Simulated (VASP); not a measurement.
# Bi (Im-3m) in VASP: notebook, part 2 of 2

VASP 6.6.1. Earlier steps stand in the parts before.

## 3. Single point, PBE (strained)

Contents of INCAR:

```
SYSTEM = Bi
PREC     = Accurate       ! precision mode
ENCUT    = 520            ! plane-wave cutoff, eV
EDIFF    = 1E-6           ! SCF threshold, eV
ISMEAR   = 0              ! smearing method
SIGMA    = 0.1            ! smearing width, eV
LREAL    = .False.        ! projectors in reciprocal space
LASPH    = .True.         ! aspherical terms in the spheres
NELM     = 100            ! most SCF steps
ALGO     = Normal         ! electronic algorithm
ISIF     = 2              ! what is computed and relaxed
LWAVE    = .False.        ! write WAVECAR
LCHARG   = .True.         ! write CHGCAR
GGA      = PE             ! functional
LELF     = .True.         ! ELF
LVHAR    = .True.       
NBANDS   = 14             ! bands
```

Contents of KPOINTS:

```
Automatic mesh
0
Gamma
  16 16 16
  0 0 0
```

Contents of POSCAR:

```
Bi
1.0
   -2.0349291562      2.0349291562      2.0349291562
    2.0349291562     -2.0349291562      2.0349291562
    2.0349291562      2.0349291562     -2.0349291562
Bi
1
Direct
    0.0000000000      0.0000000000      0.0000000000
```

Potentials or basis: VASP PAW PBE potentials, release 64 (Bi_d).

Run with:

```
$ cat potpaw_PBE.64/Bi_d/POTCAR > POTCAR
$ mpirun -np 1 vasp_std > vasp.out
```

OUTCAR:

```text
SYSTEM = Bi
   PREC = Accurate
   ENCUT = 520
   EDIFF = 1E-6
   ISMEAR = 0
   LREAL = .False.
   LASPH = .True.
   NELM = 100
   ISIF = 2
   GGA = PE

 ion  position               nearest neighbor table
   1  0.000  0.000  0.000-

  LATTYP: Found a body centered cubic cell.
 ALAT       =     4.0698583124

  Lattice vectors:

 A1 = (  -2.0349291562,   2.0349291562,   2.0349291562)
 A2 = (   2.0349291562,  -2.0349291562,   2.0349291562)
 A3 = (   2.0349291562,   2.0349291562,  -2.0349291562)

Analysis of symmetry for initial positions (statically):
=====================================================================
 Subroutine PRICEL returns:
 Original cell was already a primitive cell.

 Routine SETGRP: Setting up the symmetry group for a
 body centered cubic supercell.

 Subroutine GETGRP returns: Found 48 space group operations
 (whereof 48 operations were pure point group operations)
 out of a pool of 48 trial point group operations.

The static configuration has the point symmetry O_h .

Analysis of symmetry for dynamics (positions and initial velocities):
=====================================================================
 Subroutine PRICEL returns:
 Original cell was already a primitive cell.

 Routine SETGRP: Setting up the symmetry group for a
 body centered cubic supercell.

 Subroutine GETGRP returns: Found 48 space group operations
 (whereof 48 operations were pure point group operations)
 out of a pool of 48 trial point group operations.

The dynamic configuration has the point symmetry O_h .

 Subroutine INISYM returns: Found 48 space group operations
 (whereof 48 operations are pure point group operations),
 and found     1 'primitive' translations

----------------------------------------------------------------------------------------

                                     Primitive cell

  volume of cell :      33.7061
[... 113 lines left out ...]
   LHFCALC =     F    Hartree Fock is set to
   AEXX    =    0.0000 exact exchange contribution
   IVDW    =     0    specifies the selected vdW correction
   LEPSILON=     F    determine dielectric tensor
   LRPA    =     F    only Hartree local field effects (RPA)
 non-spin polarized calculation
 Gauss-broadening in eV      SIGMA  =   0.10
  energy-cutoff  :      520.00
  volume of cell :       33.71
 maximum number of plane-waves:       941
 NGX is ok and might be reduce to    28
   NGX = 13   NGY = 13   NGZ = 13

 number of electron      15.0000004 magnetization

 Free energy of the ion-electron system (eV)
  ---------------------------------------------------
  ext. energy  EPLUGINS =         0.00000000
  ---------------------------------------------------
  free energy    TOTEN  =        -3.73703417 eV

  energy without entropy =       -3.73276346  energy(sigma->0) =       -3.73489882

 E-fermi :   6.9365     XC(G=0):  -9.9169

 val. band max:        6.9360739883   @ k =  -0.4375   0.5000   0.1250
 cond. band min:       6.9961579485   @ k =   0.3125   0.1250   0.0625
 fundamental gap:      0.0600839602
 Fermi energy:         6.9365494342

 k-point     1 :       0.0000    0.0000    0.0000
  band No.  band energies     occupation
      1     -16.0293      2.00000
      2     -16.0293      2.00000
      3     -16.0293      2.00000
      4     -15.9312      2.00000
      5     -15.9312      2.00000
      6      -6.0430      2.00000
      7      11.5243      0.00000
      8      11.5243      0.00000
      9      11.5243      0.00000
     10      15.1111      0.00000
     11      17.4002      0.00000
     12      17.4002      0.00000
     13      17.4002      0.00000
     14      18.1522      0.00000
[... 377 lines left out ...]
      1     -16.0371      2.00000
      2     -15.9959      2.00000
      3     -15.9463      2.00000
      4     -15.9414      2.00000
      5     -15.9030      2.00000
      6      -3.9705      2.00000
      7       4.1419      2.00000
      8       6.9000      1.39493
      9       9.6475      0.00000
     10      14.5045      0.00000
     11      16.0145      0.00000
     12      18.1936      0.00000
     13      20.0882      0.00000
     14      20.7288      0.00000

 [... further k-points ...]

------------------------ aborting loop because EDIFF is reached ----------------------------------------

  FORCE on cell =-STRESS in cart. coord.  units (eV):
  Direction    XX          YY          ZZ          XY          YZ          ZX
  --------------------------------------------------------------------------------------
  -------------------------------------------------------------------------------------
  Total       -0.6029218     -0.6029218     -0.6029218      0.0000000      0.0000000     -0.0000000
  in kB      -28.6591779    -28.6591779    -28.6591779      0.0000000      0.0000000     -0.0000000
  external PRESSURE =     -28.6591779 kB  Pullay stress =       0.0000000 kB

 VOLUME and BASIS-vectors are now :
 -----------------------------------------------------------------------------
  energy-cutoff  :      520.00
  volume of cell :       33.71
      direct lattice vectors                 reciprocal lattice vectors
    -2.034929156  2.034929156  2.034929156     0.000000000  0.245708799  0.245708799
     2.034929156 -2.034929156  2.034929156     0.245708799  0.000000000  0.245708799
     2.034929156  2.034929156 -2.034929156     0.245708799  0.245708799  0.000000000

 POSITION                                       TOTAL-FORCE (eV/Angst)
 -----------------------------------------------------------------------------------
      0.00000      0.00000      0.00000         0.000000      0.000000     -0.000000
 -----------------------------------------------------------------------------------
    total drift:                               -0.000000     -0.000000     -0.000000

  FREE ENERGIE OF THE ION-ELECTRON SYSTEM (eV)
  ---------------------------------------------------
  free  energy   TOTEN  =        -3.7370341739 eV

  energy  without entropy=       -3.7327634569  energy(sigma->0) =       -3.73489882
```

OSZICAR:

```text
N       E                     dE             d eps       ncg     rms          rms(c)
DAV:   1     0.115233930933E+03    0.11523E+03   -0.76098E+03  4104   0.120E+03
DAV:   2     0.316964541145E+01   -0.11206E+03   -0.10856E+03  4378   0.341E+02
DAV:   3    -0.357356679339E+01   -0.67432E+01   -0.67170E+01  5160   0.807E+01
DAV:   4    -0.373311552722E+01   -0.15955E+00   -0.15950E+00  5168   0.133E+01
DAV:   5    -0.373969869791E+01   -0.65832E-02   -0.65830E-02  5826   0.244E+00    0.462E-01
DAV:   6    -0.373671819769E+01    0.29805E-02   -0.82251E-03  5582   0.120E+00    0.288E-01
DAV:   7    -0.373692805002E+01   -0.20985E-03   -0.58251E-03  5320   0.968E-01    0.859E-02
DAV:   8    -0.373703139177E+01   -0.10334E-03   -0.57699E-04  5244   0.348E-01    0.123E-02
DAV:   9    -0.373703355488E+01   -0.21631E-05   -0.13092E-05  5630   0.462E-02    0.478E-03
DAV:  10    -0.373703417390E+01   -0.61902E-06   -0.17658E-06  5026   0.146E-02
   1 F= -.37370342E+01 E0= -.37348988E+01  d E =-.427072E-02
```

stdout:

```text
POSCAR found type information on POSCAR Bi
 POSCAR found :  1 types and       1 ions
 scaLAPACK will be used
 LDA part: xc-table for (Slater+PW92), standard interpolation
 POSCAR, INCAR and KPOINTS ok, starting setup
 FFT: planning ... GRIDC
 FFT: planning ... GRID_SOFT
 FFT: planning ... GRID
 WAVECAR not read
 entering main loop
```

Wall time 29 s (1 thread of Intel Xeon 6975P-C (Granite Rapids), shared host); peak memory 0.19 GiB.

Results:

```yaml
Free_energy: -3.7370 eV
Pressure: -2.9 GPa
Band_gap_on_the_k_mesh: zero (an odd number of electrons rules out a gap without spin polarisation)
```

Levels at points of the mesh, in eV from the Fermi level:
| k point | band 5 | band 6 | band 7 | band 8 | band 9 | band 10 |
| --- | --- | --- | --- | --- | --- | --- |
| (0.00, 0.00, 0.00) | -22.87 | -12.98 | 4.59 | 4.59 | 4.59 | 8.17 |
| (0.50, 0.00, 0.00) | -22.80 | -10.36 | -4.60 | 1.45 | 3.24 | 5.72 |
| (0.50, 0.50, 0.50) | -22.82 | -8.59 | -1.61 | -1.61 | -1.61 | 3.63 |

Caveat: the cell differs from its parent crystal (strained); spin-orbit coupling is left out, which moves the levels of the heavy elements.

## 4. Single point, PBE (strained)

Contents of INCAR:

```
PREC     = Accurate       # precision mode
ENCUT    = 520            # plane-wave cutoff, eV
EDIFF    = 1E-6           # SCF threshold, eV
ISMEAR   = 0              # smearing method
SIGMA    = 0.1            # smearing width, eV
LREAL    = F              # projectors in reciprocal space
LASPH    = T              # aspherical terms in the spheres
NELM     = 80             # most SCF steps
ALGO     = Normal         # electronic algorithm
ISIF     = 2              # what is computed and relaxed
LWAVE    = F              # write WAVECAR
LCHARG   = F              # write CHGCAR
GGA      = PE             # functional
NBANDS   = 14             # bands
```

Contents of KPOINTS:

```
Automatic mesh
0
Gamma
  16 16 16
```

Contents of POSCAR:

```
Bi
1.0
   -2.0417056486      2.0417056486      2.0417056486
    2.0417056486     -2.0417056486      2.0417056486
    2.0417056486      2.0417056486     -2.0417056486
Bi
1
Direct
    0.0000000000      0.0000000000      0.0000000000
```

Run with:

```
$ cat potpaw_PBE.64/Bi_d/POTCAR > POTCAR
$ mpirun -np 1 vasp_std > vasp.out
```

Wall time 34 s (1 thread of Intel Xeon 6975P-C (Granite Rapids), shared host); peak memory 0.2 GiB.

Results (log left out):

| Item | Value |
| --- | --- |
| Free energy | -3.7307 eV |
| Pressure | -3.2 GPa |
| Band gap on the k mesh | zero (an odd number of electrons rules out a gap without spin polarisation) |

Levels at points of the mesh, in eV from the Fermi level:
```csv
k point,band 3,band 4,band 5,band 6,band 7,band 8,band 9,band 10,band 11,band 12
"(0.00, 0.00, 0.00)",-22.96,-22.87,-22.87,-12.92,4.52,4.52,4.52,8.06,10.46,10.46
"(0.50, 0.00, 0.00)",-22.87,-22.87,-22.81,-10.35,-4.55,1.43,3.21,5.69,7.37,11.92
"(0.50, 0.50, 0.50)",-22.82,-22.82,-22.82,-8.62,-1.60,-1.60,-1.60,3.64,3.64,15.10
```

Caveat: the cell differs from its parent crystal (strained); the cell stands under tension; spin-orbit coupling is left out, which moves the levels of the heavy elements.

## 5. Single point, PBE (strained)

Contents of INCAR:

```
ALGO = Normal
EDIFF = 1E-7
ENCUT = 520
GGA = PE
ISIF = 2
ISMEAR = 0
LASPH = T
LCHARG = F
LREAL = F
LWAVE = F
NBANDS = 14
NELM = 80
PREC = Accurate
SIGMA = 0.1
```

Contents of KPOINTS:

```
k-points
0
Gamma
  16 16 16
```

Contents of POSCAR:

```
Bi
1.0
   -2.0489180557      2.0489180557      2.0489180557
    2.0489180557     -2.0489180557      2.0489180557
    2.0489180557      2.0489180557     -2.0489180557
Bi
1
Direct
    0.0000000000      0.0000000000      0.0000000000
```

Run with:

```
$ cat potpaw_PBE.64/Bi_d/POTCAR > POTCAR
$ mpirun -np 1 vasp_std > vasp.out
```

It took 34 s on 1 thread of Intel Xeon 6975P-C (Granite Rapids), shared host; peak memory 0.19 GiB.

Results (log left out):

```
Free energy            : -3.7231 eV
Pressure               : -3.6 GPa
Band gap on the k mesh : zero (an odd number of electrons rules out a gap without spin polarisation)
```

Levels at points of the mesh, in eV from the Fermi level:
```tsv
k point	band 4	band 5	band 6	band 7	band 8	band 9	band 10	band 11
(0.00, 0.00, 0.00)	-22.87	-22.87	-12.86	4.45	4.45	4.45	7.94	10.45
(0.50, 0.00, 0.00)	-22.87	-22.81	-10.35	-4.50	1.40	3.17	5.65	7.34
(0.50, 0.50, 0.50)	-22.82	-22.82	-8.65	-1.58	-1.58	-1.58	3.64	3.64
```

Caveat: the cell differs from its parent crystal (strained); the cell stands under tension; spin-orbit coupling is left out, which moves the levels of the heavy elements.

## 6. The runs side by side

```csv
cell,gap on the mesh (eV),pressure (GPa)
"a = 3.491 Å, angles 109.5°, 1 atom",none,-1.7
"a = 3.525 Å, angles 109.5°, 1 atom",none,-2.9
"a = 3.536 Å, angles 109.5°, 1 atom",none,-3.2
"a = 3.549 Å, angles 109.5°, 1 atom",none,-3.6
```

Alike in all rows: task single point; level PBE; potentials or basis VASP PAW PBE potentials, release 64 (Bi_d); no spin polarisation; k mesh 16 × 16 × 16; cutoff (eV) 520; smearing gaussian 0.1 eV.

Caveats: spin-orbit coupling is left out, which moves the levels of the heavy elements; the cell stands under tension (at least some runs).

Total energies depend on the potentials used, so only differences within one code and one set of settings carry meaning.

The gap in the log of VASP goes by the Fermi energy; the results here count the filled bands.